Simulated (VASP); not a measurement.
# ZnAu (Pm-3m) in VASP: notebook

The runs below take ZnAu through single point, relaxation of cell and atoms, with PBE+D3(BJ).

Program: VASP 6.6.1. These are calculated values, not measurements. Logs are shortened: lines on timing, memory, paths and dates and some standing lists are left out, and cuts for length are marked.

## 1. The cell of the first run

It takes space group Pm-3m (No. 221, cubic). The conventional cell has a = 3.139 Å, b = 3.139 Å, c = 3.139 Å, α = 90.00°, β = 90.00°, γ = 90.00°. Zn (site symmetry m-3m) has 8 Au at 2.72 Å and 6 Zn at 3.14 Å within 3.6 Å. Within 3.6 Å of Au (site symmetry m-3m) lie 8 Zn at 2.72 Å and 6 Au at 3.14 Å.

## 2. Single point, PBE+D3(BJ)

File INCAR:

```
  PREC = Accurate
  ENCUT = 520
  EDIFF = 1E-7
  ISMEAR = 0
  SIGMA = 0.1
  LREAL = F
  LASPH = T
  NELM = 100
  ALGO = Fast
  ISIF = 2
  LWAVE = F
  LCHARG = T
  GGA = PE
  IVDW = 12
  LELF = T
  LVHAR = T
  NBANDS = 18
```

File KPOINTS:

```
Automatic mesh
0
Gamma
  14 14 14
```

File POSCAR:

```
ZnAu
1.0
    3.1392899901      0.0000000000      0.0000000000
    0.0000000000      3.1392899901      0.0000000000
    0.0000000000      0.0000000000      3.1392899901
Zn Au
1 1
Direct
    0.5000000000      0.5000000000      0.5000000000
    0.0000000000      0.0000000000      0.0000000000
```

Potentials or basis: VASP PAW PBE potentials, release 64 (Zn, Au).

On the command line:

```bash
$ cat potpaw_PBE.64/Zn/POTCAR potpaw_PBE.64/Au/POTCAR > POTCAR
$ mpirun -np 1 vasp_std > vasp.out
```

OUTCAR:

```text
PREC = Accurate
   ENCUT = 520
   EDIFF = 1E-7
   ISMEAR = 0
   LREAL = F
   LASPH = T
   NELM = 100
   ISIF = 2
   GGA = PE
   IVDW = 12
 IVDW          = 12

 ion  position               nearest neighbor table
   1  0.500  0.500  0.500-   2 2.72   2 2.72   2 2.72   2 2.72   2 2.72   2 2.72   2 2.72   2 2.72

   2  0.000  0.000  0.000-   1 2.72   1 2.72   1 2.72   1 2.72   1 2.72   1 2.72   1 2.72   1 2.72

  LATTYP: Found a simple cubic cell.
 ALAT       =     3.1392899901

  Lattice vectors:

 A1 = (   3.1392899901,   0.0000000000,   0.0000000000)
 A2 = (   0.0000000000,   3.1392899901,   0.0000000000)
 A3 = (   0.0000000000,   0.0000000000,   3.1392899901)

Analysis of symmetry for initial positions (statically):
=====================================================================
 Subroutine PRICEL returns:
 Original cell was already a primitive cell.

 Routine SETGRP: Setting up the symmetry group for a
 simple cubic supercell.

 Subroutine GETGRP returns: Found 48 space group operations
 (whereof 48 operations were pure point group operations)
 out of a pool of 48 trial point group operations.

The static configuration has the point symmetry O_h .

Analysis of symmetry for dynamics (positions and initial velocities):
=====================================================================
 Subroutine PRICEL returns:
 Original cell was already a primitive cell.

 Routine SETGRP: Setting up the symmetry group for a
 simple cubic supercell.

 Subroutine GETGRP returns: Found 48 space group operations
 (whereof 48 operations were pure point group operations)
 out of a pool of 48 trial point group operations.

The dynamic configuration has the point symmetry O_h .

 Subroutine INISYM returns: Found 48 space group operations
 (whereof 48 operations are pure point group operations),
 and found     1 'primitive' translations

----------------------------------------------------------------------------------------

                                     Primitive cell

  volume of cell :      30.9381

  direct lattice vectors                    reciprocal lattice vectors
     3.139289990  0.000000000  0.000000000     0.318543366  0.000000000  0.000000000
     0.000000000  3.139289990  0.000000000     0.000000000  0.318543366  0.000000000
     0.000000000  0.000000000  3.139289990     0.000000000  0.000000000  0.318543366

  length of vectors
     3.139289990  3.139289990  3.139289990     0.318543366  0.318543366  0.318543366

  position of ions in fractional coordinates (direct lattice)
     0.500000000  0.500000000  0.500000000
     0.000000000  0.000000000  0.000000000

  ion indices of the primitive-cell ions
   primitive index   ion index
                 1           1
                 2           2

----------------------------------------------------------------------------------------

 KPOINTS: Automatic mesh

Automatic generation of k-mesh.
 Grid dimensions read from file:
 generate k-points for:   14   14   14

 Generating k-lattice:

  Cartesian coordinates                     Fractional coordinates (reciprocal lattice)
     0.022753098  0.000000000  0.000000000     0.071428571  0.000000000  0.000000000
     0.000000000  0.022753098  0.000000000     0.000000000  0.071428571  0.000000000
     0.000000000  0.000000000  0.022753098     0.000000000  0.000000000  0.071428571

  Length of vectors
     0.022753098  0.022753098  0.022753098

  Shift w.r.t. Gamma in fractional coordinates (k-lattice)
     0.000000000  0.000000000  0.000000000

 Subroutine IBZKPT returns following result:
 ===========================================

 Found    120 irreducible k-points:

 Following reciprocal coordinates:
            Coordinates               Weight
  0.000000  0.000000  0.000000      1.000000
  0.071429  0.000000  0.000000      6.000000
  0.142857  0.000000  0.000000      6.000000
  0.214286  0.000000  0.000000      6.000000
  0.285714  0.000000  0.000000      6.000000
  0.357143  0.000000  0.000000      6.000000
[... 16 lines left out ...]
  0.285714  0.214286  0.000000     24.000000
  0.357143  0.214286  0.000000     24.000000
 [... further k-points ...]
   k-points           NKPTS =    120   k-points in BZ     NKDIM =    120   number of bands    NBANDS=     18
   number of dos      NEDOS =    301   number of ions     NIONS =      2
   total plane-waves  NPLWV =  13824
   dimension x,y,z NGX =    24 NGY =   24 NGZ =   24
   dimension x,y,z NGXF=    48 NGYF=   48 NGZF=   48
   ions per type =               1   1
   NGX,Y,Z   is equivalent  to a cutoff of  12.71, 12.71, 12.71 a.u.
   NGXF,Y,Z  is equivalent  to a cutoff of  25.42, 25.42, 25.42 a.u.
 SYSTEM =  unknown system
   PREC   = accura    normal or accurate (medium, high low for compatibility)
   ISTART =      0    job   : 0-new  1-cont  2-samecut
   ICHARG =      2    charge: 1-file 2-atom 10-const
   ISPIN  =      1    spin polarized calculation?
   LNONCOLLINEAR =      F non collinear calculations
   LSORBIT =      F    spin-orbit coupling
   LASPH  =      T    aspherical Exc in radial PAW
   ENCUT  =  520.0 eV  38.22 Ry    6.18 a.u.   5.84  5.84  5.84*2*pi/ulx,y,z
   NELM   =    100;   NELMIN=  2; NELMDL= -5     # of ELM steps
   EDIFF  = 0.1E-06   stopping-criterion for ELM
   LREAL  =      F    real-space projection
   EDIFFG = 0.1E-05   stopping-criterion for IOM
   NSW    =      0    number of steps for IOM
   IBRION =     -1    ionic relax: 0-MD 1-quasi-New 2-CG
   NFREE  =      0    steps in history (QN), initial steepest desc. (CG)
   ISIF   =      2    stress and relaxation
   ISYM   =      2    0-nonsym 1-usesym 2-fastsym
   POTIM  = 0.5000    time-step for ionic-motion
   TEBEG  =    0.0;   TEEND  =   0.0 temperature during run
   PSTRESS=    0.0 pullay stress
   NELECT =      23.0000    total number of electrons
   NUPDOWN=      -1.0000    fix difference up-down
   EMIN   =  10.00;   EMAX   =-10.00  energy-range for DOS
   EFERMI =   0.00;   METHOD = LEGACY
   ISMEAR =     0;   SIGMA  =   0.10  broadening in eV -4-tet -1-fermi 0-gaus
   EFERMI_NEDOS =   21; number of points for ismear=-14 and -15
   IALGO  =     68    algorithm
   IMIX   =      4    mixing-type and parameters
     AMIX     =   0.40;   BMIX     =  1.00
     AMIX_MAG =   1.60;   BMIX_MAG =  1.00
  volume/ion in A,a.u.               =      15.47       104.39
  Fermi-wavevector in a.u.,A,eV,Ry     =   1.483039  2.802538 29.924731  2.199406
  Thomas-Fermi vector in A             =   2.596751
   LORBIT       =      0    0 simple, 1 ext, 2 COOP (PROOUT), +10 PAW based schemes
   GGA     = PE    functional components
   LHFCALC =     F    Hartree Fock is set to
   AEXX    =    0.0000 exact exchange contribution
   IVDW    =    12    specifies the selected vdW correction
   LEPSILON=     F    determine dielectric tensor
   LRPA    =     F    only Hartree local field effects (RPA)
 non-spin polarized calculation
 RMM-DIIS sequential band-by-band and
 Gauss-broadening in eV      SIGMA  =   0.10
  energy-cutoff  :      520.00
  volume of cell :       30.94
 maximum number of plane-waves:       858
 NGX is ok and might be reduce to    24
   NGX = 11   NGY = 11   NGZ = 11

 number of electron      22.9999988 magnetization

 Free energy of the ion-electron system (eV)
  ---------------------------------------------------
  ext. energy  EPLUGINS =         0.00000000
  ---------------------------------------------------
  free energy    TOTEN  =        -4.72039316 eV

  energy without entropy =       -4.71660449  energy(sigma->0) =       -4.71849882

 E-fermi :   7.1898     XC(G=0): -12.4206

 val. band max:        7.1731904301   @ k =   0.4286   0.4286   0.3571
 cond. band min:       7.2140155574   @ k =   0.5000   0.5000   0.2143
 fundamental gap:      0.0408251273
 Fermi energy:         7.1898335248

 k-point     1 :       0.0000    0.0000    0.0000
  band No.  band energies     occupation
      1      -3.5008      2.00000
      2      -0.9777      2.00000
      3      -0.9777      2.00000
      4      -0.2686      2.00000
      5      -0.2686      2.00000
      6      -0.2686      2.00000
[... 10 lines left out ...]
     17      19.3721      0.00000
     18      25.5214      0.00000

 k-point     2 :       0.0714    0.0000    0.0000
  band No.  band energies     occupation
      1      -3.4094      2.00000
      2      -0.9573      2.00000
      3      -0.9500      2.00000
      4      -0.2697      2.00000
      5      -0.2697      2.00000
      6      -0.2609      2.00000
[... 10 lines left out ...]
     17      19.7906      0.00000
     18      25.5237      0.00000

 k-point     3 :       0.1429    0.0000    0.0000
  band No.  band energies     occupation
      1      -3.1392      2.00000
      2      -0.8984      2.00000
      3      -0.8728      2.00000
      4      -0.2723      2.00000
      5      -0.2723      2.00000
      6      -0.2390      2.00000
[... 10 lines left out ...]
     17      21.1129      0.00000
     18      25.2702      0.00000

 k-point     4 :       0.2143    0.0000    0.0000
  band No.  band energies     occupation
      1      -2.7034      2.00000
      2      -0.8088      2.00000
      3      -0.7629      2.00000
      4      -0.2748      2.00000
      5      -0.2748      2.00000
      6      -0.2068      2.00000
[... 10 lines left out ...]
     17      23.0026      0.00000
     18      24.3781      0.00000

 k-point     5 :       0.2857    0.0000    0.0000
  band No.  band energies     occupation
      1      -2.1280      2.00000
      2      -0.7018      2.00000
      3      -0.6431      2.00000
      4      -0.2758      2.00000
      5      -0.2758      2.00000
      6      -0.1703      2.00000
[... 10 lines left out ...]
     17      22.8962      0.00000
     18      22.9530      0.00000

 k-point     6 :       0.3571    0.0000    0.0000
  band No.  band energies     occupation
      1      -1.4660      2.00000
      2      -0.5967      2.00000
      3      -0.5359      2.00000
      4      -0.2748      2.00000
      5      -0.2748      2.00000
      6      -0.1367      2.00000
[... 10 lines left out ...]
     17      21.3711      0.00000
     18      21.4141      0.00000

 k-point     7 :       0.4286    0.0000    0.0000
  band No.  band energies     occupation
      1      -0.8471      2.00000
      2      -0.5178      2.00000
      3      -0.4519      2.00000
      4      -0.2728      2.00000
      5      -0.2728      2.00000
      6      -0.1131      2.00000
[... 10 lines left out ...]
     17      19.8884      0.00000
     18      19.9044      0.00000

 k-point     8 :       0.5000    0.0000    0.0000
  band No.  band energies     occupation
      1      -0.5863      2.00000
      2      -0.4881      2.00000
      3      -0.3853      2.00000
      4      -0.2719      2.00000
      5      -0.2719      2.00000
      6      -0.1046      2.00000
[... 10 lines left out ...]
     17      18.4639      0.00000
     18      18.6710      0.00000
[... 229 lines left out ...]
     17      21.0898      0.00000
     18      21.5003      0.00000

 k-point    20 :       0.4286    0.1429    0.0000
  band No.  band energies     occupation
      1      -0.8884      2.00000
      2      -0.6056      2.00000
      3      -0.4205      2.00000
      4      -0.3449      2.00000
      5      -0.2089      2.00000
      6       0.1404      2.00000
[... 10 lines left out ...]
     17      20.0616      0.00000
     18      21.3625      0.00000

 k-point    21 :       0.5000    0.1429    0.0000
  band No.  band energies     occupation
      1      -0.7116      2.00000
      2      -0.6399      2.00000
      3      -0.4084      2.00000
      4      -0.3360      2.00000
      5      -0.2220      2.00000
      6       0.3659      2.00000
[... 10 lines left out ...]
     17      18.9583      0.00000
     18      21.6698      0.00000

 k-point    22 :       0.2143    0.2143    0.0000
  band No.  band energies     occupation
      1      -2.0179      2.00000
      2      -0.7228      2.00000
      3      -0.5623      2.00000
      4      -0.3932      2.00000
      5      -0.2353      2.00000
      6      -0.1748      2.00000
[... 10 lines left out ...]
     17      22.8824      0.00000
     18      23.1296      0.00000

 k-point    23 :       0.2857    0.2143    0.0000
  band No.  band energies     occupation
      1      -1.5902      2.00000
      2      -0.6937      2.00000
      3      -0.4453      2.00000
      4      -0.4216      2.00000
      5      -0.2032      2.00000
      6      -0.1354      2.00000
[... 10 lines left out ...]
     17      22.4700      0.00000
     18      22.8767      0.00000

 k-point    24 :       0.3571    0.2143    0.0000
  band No.  band energies     occupation
      1      -1.2085      2.00000
      2      -0.6867      2.00000
      3      -0.4302      2.00000
      4      -0.3543      2.00000
      5      -0.2503      2.00000
      6       0.1075      2.00000
[... 10 lines left out ...]
     17      21.5772      0.00000
     18      21.9620      0.00000

 [... further k-points ...]

------------------------ aborting loop because EDIFF is reached ----------------------------------------

 Edisp (eV)   -1.10088

 E8    (eV) :    -0.4810

  FORCE on cell =-STRESS in cart. coord.  units (eV):
  Direction    XX          YY          ZZ          XY          YZ          ZX
  --------------------------------------------------------------------------------------
  -------------------------------------------------------------------------------------
  Total       0.02635     0.02635     0.02635     0.00000    -0.00000     0.00000
  in kB       1.36438     1.36438     1.36438     0.00000    -0.00000     0.00000
  external pressure =        1.36 kB  Pullay stress =        0.00 kB

 VOLUME and BASIS-vectors are now :
 -----------------------------------------------------------------------------
  energy-cutoff  :      520.00
  volume of cell :       30.94
      direct lattice vectors                 reciprocal lattice vectors
     3.139289990  0.000000000  0.000000000     0.318543366  0.000000000  0.000000000
     0.000000000  3.139289990  0.000000000     0.000000000  0.318543366  0.000000000
     0.000000000  0.000000000  3.139289990     0.000000000  0.000000000  0.318543366

 POSITION                                       TOTAL-FORCE (eV/Angst)
 -----------------------------------------------------------------------------------
      1.56964      1.56964      1.56964         0.000000      0.000000      0.000000
      0.00000      0.00000      0.00000         0.000000      0.000000      0.000000
 -----------------------------------------------------------------------------------
    total drift:                                0.000000      0.000000     -0.000000

  FREE ENERGIE OF THE ION-ELECTRON SYSTEM (eV)
  ---------------------------------------------------
  free  energy   TOTEN  =        -5.8212709829 eV

  energy  without entropy=       -5.8174823115  energy(sigma->0) =       -5.81937665
```

Wall time 54 s (1 thread of Intel Xeon 8259CL, shared host); peak memory 0.2 GiB.

What came out:

```
Free energy                : -5.8213 eV
Pressure                   : 0.1 GPa
Band gap on the k mesh     : zero (an odd number of electrons rules out a gap without spin polarisation)
Dispersion energy per atom : -0.550 eV
```

Caveat: spin-orbit coupling is left out, which moves the levels of the heavy elements.

## 3. Relaxation of cell and atoms, PBE+D3(BJ)

This run uses another cell than the first one, of 16.18 Å³/atom.

File INCAR:

```
PREC     = Accurate       # precision mode
ENCUT    = 600            # plane-wave cutoff, eV
EDIFF    = 1E-6           # SCF threshold, eV
ISMEAR   = 0              # smearing method
SIGMA    = 0.1            # smearing width, eV
LREAL    = False          # projectors in reciprocal space
LASPH    = True           # aspherical terms in the spheres
NELM     = 100            # most SCF steps
ALGO     = Fast           # electronic algorithm
ISIF     = 3              # what is computed and relaxed
LWAVE    = False          # write WAVECAR
LCHARG   = False          # write CHGCAR
GGA      = PE             # functional
IVDW     = 12             # dispersion correction
IBRION   = 2              # ionic algorithm
NSW      = 70             # ionic steps
EDIFFG   = -0.005         # ionic threshold
```

KPOINTS is that of step 2.

File POSCAR:

```
ZnAu
1.0
    3.1866969189      0.0000000000      0.0000000000
    0.0000000000      3.1866969189      0.0000000000
    0.0000000000      0.0000000000      3.1866969189
Zn Au
1 1
Direct
    0.5000000000      0.5000000000      0.5000000000
    0.0000000000      0.0000000000      0.0000000000
```

Potentials or basis: VASP PAW PBE potentials, release 64 (Zn, Au).

On the command line:

```bash
$ cat potpaw_PBE.64/Zn/POTCAR potpaw_PBE.64/Au/POTCAR > POTCAR
$ mpirun -np 1 vasp_std > vasp.out
```

Wall time 3.8 min (1 thread of Intel Xeon 8259CL, shared host); peak memory 0.24 GiB.

It converged, with:

```
Free energy                           : -5.8214 eV
Relaxed volume                        : 15.48 Å³/atom
Relaxed cell                          : a = 3.140 Å, b = 3.140 Å, c = 3.140 Å, α = 90.00°, β = 90.00°, γ = 90.00°
Space group after relaxing (to 0.1 Å) : Pm-3m (No. 221)
Energy gained by relaxing             : 12.0 meV/atom
Ionic steps                           : 3
Pressure after relaxing               : 0.0 GPa
Band gap on the k mesh                : zero (an odd number of electrons rules out a gap without spin polarisation)
Dispersion energy per atom            : -0.550 eV
```

The path:
```csv
step,energy change (eV),largest force (eV/Å),pressure (GPa),volume (Å³)
1,0.0000,0.0000,-5.19,32.36
2,-0.0092,0.0000,5.11,29.97
3,-0.0240,0.0000,-0.04,30.96
```

Final structure:
```xyz
2
Lattice="3.1401 0.0000 0.0000 0.0000 3.1401 0.0000 0.0000 0.0000 3.1401" Properties=species:S:1:pos:R:3 pbc="T T T"
Zn    1.5700    1.5700    1.5700
Au    0.0000    0.0000    0.0000
```

Levels at points of the mesh, in eV from the Fermi level:
```tsv
k point	band 9	band 10	band 11	band 12	band 13	band 14	band 15
(0.00, 0.00, 0.00)	-3.76	-3.76	-3.76	5.01	5.01	5.01	8.94
(0.50, 0.00, 0.00)	-4.96	-4.96	-3.92	-2.39	10.43	11.19	11.24
(0.50, 0.50, 0.00)	-4.11	-3.18	-2.01	-2.01	0.86	2.54	10.44
(0.50, 0.50, 0.50)	-3.13	-3.13	1.43	3.63	3.76	3.76	3.76
```

Caveat: spin-orbit coupling is left out, which moves the levels of the heavy elements.
